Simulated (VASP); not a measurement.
# Ge2Sb2Te5 (P-3m1) in VASP: electric field gradients with PBEsol

Aim: the electric field gradients of Ge2Sb2Te5 with PBEsol.

All numbers are computed with VASP 6.6.1; they aren't measurements. Logs are shortened: lines on timing, memory, paths and dates and some standing lists are left out, and cuts for length are marked.

### Step 1. The cell of the first run

The structure is trigonal, space group P-3m1 (No. 164). The conventional cell has a = 4.224 Å, b = 4.224 Å, c = 16.876 Å, α = 90.00°, β = 90.00°, γ = 120.00°. Ge (site symmetry 3m) has 6 Te at 2.95 to 2.97 Å within 3.9 Å. Within 3.9 Å of Sb (site symmetry 3m) lie 6 Te at 2.98 to 3.15 Å. Within 3.9 Å of Te (site symmetry -3m) lie 6 Ge at 2.97 Å. Te (site symmetry 3m) has 3 Ge at 2.95 Å and 3 Sb at 3.15 Å within 3.9 Å. Te (site symmetry 3m) has 3 Sb at 2.98 Å and 3 Te at 3.67 Å within 3.9 Å.

### Step 2. Electric field gradients, PBEsol

The input, INCAR:

```
PREC     = Accurate       # precision mode
ENCUT    = 520            # plane-wave cutoff, eV
EDIFF    = 1E-8           # SCF threshold, eV
ISMEAR   = 0              # smearing method
SIGMA    = 0.01           # smearing width, eV
LREAL    = F              # projectors in reciprocal space
LASPH    = T              # aspherical terms in the spheres
NELM     = 100            # most SCF steps
ALGO     = Normal         # electronic algorithm
ISIF     = 2              # what is computed and relaxed
LWAVE    = F              # write WAVECAR
LCHARG   = F              # write CHGCAR
GGA      = PS             # functional
LEFG     = T            
NBANDS   = 44             # bands
```

The input, KPOINTS:

```
Automatic mesh
0
Gamma
  9 9 2
```

The input, POSCAR:

```
Ge2Sb2Te5
1.0
    4.2235583069      0.0000000000      0.0000000000
   -2.1117791534      3.6577087881      0.0000000000
    0.0000000000      0.0000000000     16.8755772793
Ge Sb Te
2 2 5
Direct
    0.3333333333      0.6666666667      0.8996938298
    0.6666666667      0.3333333333      0.1003061702
    0.0000000000      0.0000000000      0.6830376153
    0.0000000000      0.0000000000      0.3169623847
    0.0000000000      0.0000000000      0.0000000000
    0.6666666667      0.3333333333      0.8015090688
    0.3333333333      0.6666666667      0.1984909312
    0.3333333333      0.6666666667      0.5810778669
    0.6666666667      0.3333333333      0.4189221331
```

Potentials or basis: VASP PAW PBE potentials, release 64 (Ge_d, Sb, Te).

Run with:

```bash
cat potpaw_PBE.64/Ge_d/POTCAR potpaw_PBE.64/Sb/POTCAR potpaw_PBE.64/Te/POTCAR > POTCAR
mpirun -np 1 vasp_std > vasp.out
```

OUTCAR:

```text
PREC = Accurate
   ENCUT = 520
   EDIFF = 1E-8
   ISMEAR = 0
   LREAL = F
   LASPH = T
   NELM = 100
   ISIF = 2
   GGA = PS

 ion  position               nearest neighbor table
   1  0.333  0.667  0.900-   6 2.95   6 2.95   6 2.95   5 2.97   5 2.97   5 2.97
   2  0.667  0.333  0.100-   7 2.95   7 2.95   7 2.95   5 2.97   5 2.97   5 2.97
   3  0.000  0.000  0.683-   8 2.98   8 2.98   8 2.98   6 3.15   6 3.15   6 3.15
   4  0.000  0.000  0.317-   9 2.98   9 2.98   9 2.98   7 3.15   7 3.15   7 3.15
   5  0.000  0.000  0.000-   1 2.97   2 2.97   1 2.97   2 2.97   2 2.97   1 2.97
   6  0.667  0.333  0.802-   1 2.95   1 2.95   1 2.95   3 3.15   3 3.15   3 3.15
   7  0.333  0.667  0.198-   2 2.95   2 2.95   2 2.95   4 3.15   4 3.15   4 3.15
   8  0.333  0.667  0.581-   3 2.98   3 2.98   3 2.98   9 3.67   9 3.67   9 3.67
   9  0.667  0.333  0.419-   4 2.98   4 2.98   4 2.98   8 3.67   8 3.67   8 3.67

  LATTYP: Found a hexagonal cell.
 ALAT       =     4.2235583069
 C/A-ratio  =     3.9955828837

  Lattice vectors:

 A1 = (   4.2235583069,   0.0000000000,   0.0000000000)
 A2 = (  -2.1117791534,   3.6577087881,   0.0000000000)
 A3 = (   0.0000000000,   0.0000000000,  16.8755772793)

Analysis of symmetry for initial positions (statically):
=====================================================================
 Subroutine PRICEL returns:
 Original cell was already a primitive cell.

 Routine SETGRP: Setting up the symmetry group for a
 hexagonal supercell.

 Subroutine GETGRP returns: Found 12 space group operations
 (whereof 12 operations were pure point group operations)
 out of a pool of 24 trial point group operations.

The static configuration has the point symmetry D_3d.

Analysis of symmetry for dynamics (positions and initial velocities):
=====================================================================
 Subroutine PRICEL returns:
 Original cell was already a primitive cell.

 Routine SETGRP: Setting up the symmetry group for a
 hexagonal supercell.

 Subroutine GETGRP returns: Found 12 space group operations
 (whereof 12 operations were pure point group operations)
 out of a pool of 24 trial point group operations.

The dynamic configuration has the point symmetry D_3d.

 Subroutine INISYM returns: Found 12 space group operations
 (whereof 12 operations are pure point group operations),
 and found     1 'primitive' translations

----------------------------------------------------------------------------------------

                                     Primitive cell

  volume of cell :     260.7031

  direct lattice vectors                    reciprocal lattice vectors
     4.223558307  0.000000000  0.000000000     0.236767182  0.136697596  0.000000000
    -2.111779153  3.657708788  0.000000000     0.000000000  0.273395193  0.000000000
     0.000000000  0.000000000 16.875577279     0.000000000  0.000000000  0.059257232

  length of vectors
     4.223558307  4.223558307 16.875577279     0.273395193  0.273395193  0.059257232

  position of ions in fractional coordinates (direct lattice)
     0.333333333  0.666666667  0.899693830
     0.666666667  0.333333333  0.100306170
     0.000000000  0.000000000  0.683037615
     0.000000000  0.000000000  0.316962385
     0.000000000  0.000000000  0.000000000
     0.666666667  0.333333333  0.801509069
     0.333333333  0.666666667  0.198490931
     0.333333333  0.666666667  0.581077867
     0.666666667  0.333333333  0.418922133

  ion indices of the primitive-cell ions
   primitive index   ion index
                 1           1
                 2           2
                 3           3
                 4           4
                 5           5
                 6           6
                 7           7
                 8           8
                 9           9

----------------------------------------------------------------------------------------

 KPOINTS: Automatic mesh
[... 77 lines left out ...]
   PSTRESS=    0.0 pullay stress
   NELECT =      68.0000    total number of electrons
   NUPDOWN=      -1.0000    fix difference up-down
   EMIN   =  10.00;   EMAX   =-10.00  energy-range for DOS
   EFERMI =   0.00;   METHOD = LEGACY
   ISMEAR =     0;   SIGMA  =   0.01  broadening in eV -4-tet -1-fermi 0-gaus
   EFERMI_NEDOS =   21; number of points for ismear=-14 and -15
   IALGO  =     38    algorithm
   IMIX   =      4    mixing-type and parameters
     AMIX     =   0.40;   BMIX     =  1.00
     AMIX_MAG =   1.60;   BMIX_MAG =  1.00
  volume/ion in A,a.u.               =      28.97       195.48
  Fermi-wavevector in a.u.,A,eV,Ry     =   1.045994  1.976641 14.886171  1.094103
  Thomas-Fermi vector in A             =   2.180813
   LORBIT       =      0    0 simple, 1 ext, 2 COOP (PROOUT), +10 PAW based schemes
   GGA     = PS    functional components
   LHFCALC =     F    Hartree Fock is set to
   AEXX    =    0.0000 exact exchange contribution
   IVDW    =     0    specifies the selected vdW correction
   LEPSILON=     F    determine dielectric tensor
   LRPA    =     F    only Hartree local field effects (RPA)
 non-spin polarized calculation
 Gauss-broadening in eV      SIGMA  =   0.01
  energy-cutoff  :      520.00
  volume of cell :      260.70
 maximum number of plane-waves:      7053
 NGX is ok and might be reduce to    32
   NGX = 15   NGY = 15   NGZ = 63

 number of electron      67.9999993 magnetization

 Free energy of the ion-electron system (eV)
  ---------------------------------------------------
  ext. energy  EPLUGINS =         0.00000000
  ---------------------------------------------------
  free energy    TOTEN  =       -37.60419035 eV

  energy without entropy =      -37.60419035  energy(sigma->0) =      -37.60419035

 E-fermi :   6.7630     XC(G=0):  -9.7769

 val. band max:        6.7227032965   @ k =   0.0000   0.0000   0.0000
 cond. band min:       6.8633597185   @ k =   0.0000   0.0000   0.0000
 fundamental gap:      0.1406564220
 Fermi energy:         6.7629750667

 k-point     1 :       0.0000    0.0000    0.0000
  band No.  band energies     occupation
      1     -18.2209      2.00000
      2     -18.2209      2.00000
      3     -18.2199      2.00000
      4     -18.2199      2.00000
      5     -18.2137      2.00000
      6     -18.2134      2.00000
[... 1117 lines left out ...]
     43      10.8631      0.00000
     44      11.7906      0.00000

------------------------ aborting loop because EDIFF is reached ----------------------------------------

  FORCE on cell =-STRESS in cart. coord.  units (eV):
  Direction    XX          YY          ZZ          XY          YZ          ZX
  --------------------------------------------------------------------------------------
  -------------------------------------------------------------------------------------
  Total        0.1103877      0.1103877      0.1322011      0.0000000     -0.0000000     -0.0000000
  in kB        0.6783988      0.6783988      0.8124554      0.0000000     -0.0000000     -0.0000000
  external PRESSURE =       0.7230843 kB  Pullay stress =       0.0000000 kB

 VOLUME and BASIS-vectors are now :
 -----------------------------------------------------------------------------
  energy-cutoff  :      520.00
  volume of cell :      260.70
      direct lattice vectors                 reciprocal lattice vectors
     4.223558307  0.000000000  0.000000000     0.236767182  0.136697596  0.000000000
    -2.111779153  3.657708788  0.000000000     0.000000000  0.273395193  0.000000000
     0.000000000  0.000000000 16.875577279     0.000000000  0.000000000  0.059257232

 POSITION                                       TOTAL-FORCE (eV/Angst)
 -----------------------------------------------------------------------------------
     -0.00000      2.43847     15.18285        -0.000000      0.000000     -0.001101
      2.11178      1.21924      1.69272        -0.000000     -0.000000      0.001101
      0.00000      0.00000     11.52665         0.000000     -0.000000      0.032403
      0.00000      0.00000      5.34892         0.000000     -0.000000     -0.032403
      0.00000      0.00000      0.00000         0.000000     -0.000000      0.000000
      2.11178      1.21924     13.52593         0.000000      0.000000     -0.004961
     -0.00000      2.43847      3.34965        -0.000000     -0.000000      0.004961
     -0.00000      2.43847      9.80602        -0.000000     -0.000000     -0.034804
      2.11178      1.21924      7.06955         0.000000     -0.000000      0.034804
 -----------------------------------------------------------------------------------
    total drift:                                0.000000      0.000000      0.000000

  FREE ENERGIE OF THE ION-ELECTRON SYSTEM (eV)
  ---------------------------------------------------
  free  energy   TOTEN  =       -37.6041903485 eV

  energy  without entropy=      -37.6041903485  energy(sigma->0) =      -37.60419035

 Electric field gradients (V/A^2)
---------------------------------------------------------------------
 ion       V_xx      V_yy      V_zz      V_xy      V_xz      V_yz
---------------------------------------------------------------------
   1      -0.414    -0.419     0.833    -0.004     0.000    -0.000
   2      -0.414    -0.419     0.833    -0.004     0.000    -0.000
   3      -3.804    -3.805     7.609    -0.000    -0.000     0.000
   4      -3.804    -3.805     7.609    -0.000    -0.000     0.000
   5       6.993     6.993   -13.986     0.000    -0.000     0.000
   6     -25.320   -25.320    50.640    -0.000     0.000    -0.000
   7     -25.320   -25.320    50.640    -0.000     0.000    -0.000
   8      -0.615    -0.616     1.231    -0.000     0.000    -0.000
   9      -0.615    -0.616     1.231    -0.000     0.000    -0.000
---------------------------------------------------------------------

 Electric field gradients after diagonalization (V/A^2)
 (convention: |V_zz| > |V_xx| > |V_yy|)
----------------------------------------------------------------------
 ion       V_xx      V_yy      V_zz     asymmetry (V_yy - V_xx)/ V_zz
----------------------------------------------------------------------
   1      -0.421    -0.412     0.833       0.011
   2      -0.421    -0.412     0.833       0.011
   3      -3.805    -3.804     7.609       0.000
   4      -3.805    -3.804     7.609       0.000
   5       6.993     6.993   -13.986       0.000
   6     -25.320   -25.320    50.640       0.000
   7     -25.320   -25.320    50.640       0.000
   8      -0.616    -0.615     1.231       0.000
   9      -0.616    -0.615     1.231       0.000
----------------------------------------------------------------------

           NMR quadrupolar parameters

 Cq : quadrupolar parameter    Cq=e*Q*V_zz/h
 eta: asymmetry parameters     (V_yy - V_xx)/ V_zz
 Q  : nuclear electric quadrupole moment in mb (millibarn)
----------------------------------------------------------------------
 ion       Cq(MHz)       eta       Q (mb)
----------------------------------------------------------------------
   1       0.002       0.011       1.000
   2       0.002       0.011       1.000
   3       0.018       0.000       1.000
   4       0.018       0.000       1.000
   5      -0.034       0.000       1.000
   6       0.122       0.000       1.000
   7       0.122       0.000       1.000
   8       0.003       0.000       1.000
   9       0.003       0.000       1.000
----------------------------------------------------------------------
```

It took 7 min on 1 thread of Oxide Virtual Turin-like, shared host; peak memory 0.47 GiB.

What came out:

```yaml
Free_energy: -37.6042 eV
Pressure: 0.1 GPa
Largest_force: 0.035 eV/Å
Band_gap_on_the_k_mesh: 0.14 eV, direct
```

Forces in eV/Å, atoms in the order of the input:
```
Ge   0.000  0.000 -0.001
Ge   0.000  0.000  0.001
Sb   0.000  0.000  0.032
Sb   0.000  0.000 -0.032
Te   0.000  0.000  0.000
Te   0.000  0.000 -0.005
Te   0.000  0.000  0.005
Te   0.000  0.000 -0.035
Te   0.000  0.000  0.035
```

Levels at points of the mesh, in eV from the valence-band top:
| k point | band 30 | band 31 | band 32 | band 33 | band 34 | band 35 | band 36 | band 37 | band 38 | band 39 |
| --- | --- | --- | --- | --- | --- | --- | --- | --- | --- | --- |
| (0.00, 0.00, 0.00) | -1.42 | -1.42 | -1.14 | -0.85 | 0.00 | 0.14 | 0.14 | 0.21 | 0.86 | 0.86 |
| (0.00, 0.00, 0.50) | -1.54 | -1.54 | -1.44 | -0.72 | -0.18 | 0.35 | 0.35 | 0.50 | 0.51 | 0.51 |

Electric field gradients, principal values (V/Å²):
```csv
atom,least,middle,greatest (by size)
1 Ge,-0.412,-0.421,0.833
2 Ge,-0.412,-0.421,0.833
3 Sb,-3.804,-3.805,7.609
4 Sb,-3.804,-3.805,7.609
5 Te,6.993,6.993,-13.986
6 Te,-25.320,-25.320,50.640
7 Te,-25.320,-25.320,50.640
8 Te,-0.615,-0.616,1.231
9 Te,-0.615,-0.616,1.231
```

Caveat: without QUAD_EFG the Cq values of the log hold for a quadrupole moment of 1 mb, not for the nuclei; the PAW data sets were made with another functional, which shifts forces and pressure a little; spin-orbit coupling is left out, which moves the levels of the heavy elements.
